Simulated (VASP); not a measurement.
Crystal: Bi2TeO3.

```
Bi Te O
1.0
     3.80545    0.00000    0.00000
     0.00000    3.80545    0.00000
     0.00000    0.00000    8.38348
Bi Te O
2 1 3
Direct
  0.00000 0.50000 0.73761
  0.50000 0.00000 0.26239
  0.00000 0.00000 0.00000
  0.50000 0.50000 0.00000
  0.00000 0.50000 0.37863
  0.50000 0.00000 0.62137
```

The cell was generated, and may not be a known phase.

```yaml
Program: VASP 6.6.1
Task: relaxation of cell and atoms
Functional: PBE
Potentials_or_basis: VASP PAW PBE potentials, release 64 (Bi_d, Te, O)
Cutoff: 600 eV
k_mesh: 4 × 4 × 2
Occupations: gaussian, width 0.1 eV
Spin: no spin polarisation
```

At the start: pressure -7.1 GPa; volume 20.23 Å³/atom.

**Question.** Where does the relaxation end?

**Answer.** Over 23 steps the energy falls by 538.5 meV/atom and the volume is 17.85 Å³/atom (-11.8 %); space group P-4m2 (No. 115, to 0.1 Å) before and after.

Step by step:
| step | energy change (eV) | largest force (eV/Å) | pressure (GPa) | volume (Å³) |
| --- | --- | --- | --- | --- |
| 1 | 0.0000 | 4.1000 | -7.13 | 121.40 |
| 2 | -2.1524 | 2.6430 | -1.27 | 106.16 |
| 3 | -2.5287 | 1.9448 | 5.76 | 99.32 |
| 4 | -2.5376 | 1.7182 | 8.41 | 97.45 |
| 5 | -2.9992 | 0.6525 | -1.30 | 105.99 |
| 6 | -2.9998 | 0.6375 | -1.09 | 105.68 |
| 7 | -3.0534 | 0.6391 | 0.28 | 104.56 |
| 8 | -3.0950 | 0.5254 | 4.20 | 101.99 |
| 9 | -3.0986 | 0.5777 | 3.00 | 102.69 |
| 10 | -3.1229 | 0.5311 | 2.65 | 103.10 |
| 11 | -3.1710 | 0.4324 | 1.88 | 104.36 |
| 12 | -3.1133 | 1.0958 | 1.73 | 106.88 |
| 13 | -3.1785 | 0.5256 | 1.67 | 104.90 |
| 14 | -3.1953 | 0.3454 | 0.58 | 105.79 |
| 15 | -3.2035 | 0.2666 | -0.77 | 106.95 |
| 16 | -3.2098 | 0.2390 | -0.51 | 106.66 |
| 17 | -3.2183 | 0.1632 | 0.31 | 105.78 |
| 18 | -3.2210 | 0.1374 | 0.18 | 106.00 |
| 19 | -3.2249 | 0.1390 | -0.40 | 106.65 |
| 20 | -3.2271 | 0.0838 | -0.01 | 106.40 |
| 21 | -3.2276 | 0.0432 | 0.29 | 106.23 |
| 22 | -3.2289 | 0.0334 | 0.22 | 106.45 |
| 23 | -3.2311 | 0.0119 | 0.04 | 107.11 |

Final structure:
```xyz
6
Lattice="3.5131 0.0000 0.0000 0.0000 3.5131 0.0000 0.0000 0.0000 8.6785" Properties=species:S:1:pos:R:3 pbc="T T T"
Bi    0.0000    1.7566    5.7861
Bi    1.7566    0.0000    2.8924
Te    3.5131    0.0000    0.0000
O     1.7566    1.7566    0.0000
O     3.5131    1.7566    3.4610
O     1.7566    0.0000    5.2175
```

Caveat: the k points lie up to 0.45 Å⁻¹ apart in the final cell, too coarse for converged energies and pressures of a metal.
